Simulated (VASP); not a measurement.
# Bi: single point with PBE

Crystal: Bi.

```xyz
2
Lattice="2.2925 1.3236 4.0468 -2.2925 1.3236 4.0468 0.0000 -2.6471 4.0468" Properties=species:S:1:pos:R:3 pbc="T T T"
Bi    0.0000    0.0000    2.8373
Bi    0.0000    0.0000    9.3029
```

* Program: VASP 6.6.1
* Task: single point
* Functional: PBE
* Potentials or basis: VASP PAW PBE potentials, release 64 (Bi_d)
* Cutoff: 520 eV
* k mesh: 8 × 8 × 8
* Occupations: fermi-dirac, width 0.3 eV
* Spin: no spin polarisation

```json
{
  "Pressure": "0.2 GPa",
  "Largest force": "0.142 eV/Å",
  "Band gap on the k mesh": "zero (band 15 reaches 5.76 eV, above the bottom of band 16 at 5.61 eV)"
}
```

Forces in eV/Å, atoms in the order of the input:
```
Bi   0.000  0.000  0.142
Bi   0.000  0.000 -0.142
```

Levels at points of the mesh, in eV from the Fermi level:
```csv
k point,band 11,band 12,band 13,band 14,band 15,band 16,band 17,band 18,band 19,band 20
"(0.00, 0.00, 0.00)",-12.89,-7.71,-1.54,-1.17,-1.17,2.34,2.79,2.79,5.55,5.78
"(0.50, 0.00, 0.00)",-11.09,-10.45,-1.44,-1.21,-0.37,-0.28,0.46,1.01,7.25,8.14
"(0.50, 0.50, 0.00)",-11.20,-9.53,-4.50,-2.94,-2.77,2.35,4.61,5.19,6.28,8.95
"(0.50, 0.50, 0.50)",-11.79,-9.87,-0.96,-0.61,-0.61,0.67,0.70,0.70,6.77,8.84
```

It took 37 s on 1 thread of Intel(R) Xeon(R) Platinum 8559C (Emerald Rapids), with other jobs on the host, peak memory 0.24 GiB.

Caveat: spin-orbit coupling is left out, which moves the levels of the heavy elements.
